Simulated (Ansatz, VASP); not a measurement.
## GaCuSe2: VASP beside Ansatz

```xyz
8
Lattice="-2.8096 2.8096 5.5130 2.8096 -2.8096 5.5130 2.8096 2.8096 -5.5130" Properties=species:S:1:pos:R:3 pbc="T T T"
Se    1.4048   -1.4013    4.1348
Se    1.4013    1.4048    6.8913
Se    1.4048    4.2108   -1.3783
Se    1.4083    1.4048    1.3783
Ga    2.8096    0.0000    2.7565
Ga    0.0000    0.0000    5.5130
Cu    0.0000    2.8096    2.7565
Cu    0.0000    0.0000    0.0000
```

Alike in both runs: functional LDA; k mesh 6 × 6 × 6; no spin polarisation.

|  | VASP | Ansatz |
| --- | --- | --- |
| version | VASP 6.6.1 | Ansatz 0.2.0 |
| potentials or method | VASP PAW LDA potentials, release 64 (Se, Ga_d, Cu) | Ansatz PAW |
| plane-wave cutoff (eV) | 520 | 420 |
| occupations | gaussian, width 0.01 eV | fixed |
| valence electrons in the cell | 72 | 128 |
| task | single point | band structure |

```csv
,VASP,Ansatz,Ansatz less VASP
gap on the k mesh at the Fermi level (eV),0.13,0.08,-0.051
least direct gap on the mesh (eV),0.13,0.08,-0.051
pressure (GPa),-2.7,-3.0,-0.28
"traceless stress, the component that is largest in VASP (GPa)",0.20,0.21,+0.014
rms of the force components (eV/Å),0.178,0.182,+0.0041
```

LDA's correlation is that of Perdew and Zunger in VASP and of Perdew and Wang (1992) in Ansatz. Atom by atom the forces differ by 0.004 eV/Å (rms over components). VASP's potentials hold 72 valence electrons a cell and Ansatz's 128, so a difference there can come from the potentials and not from the codes.
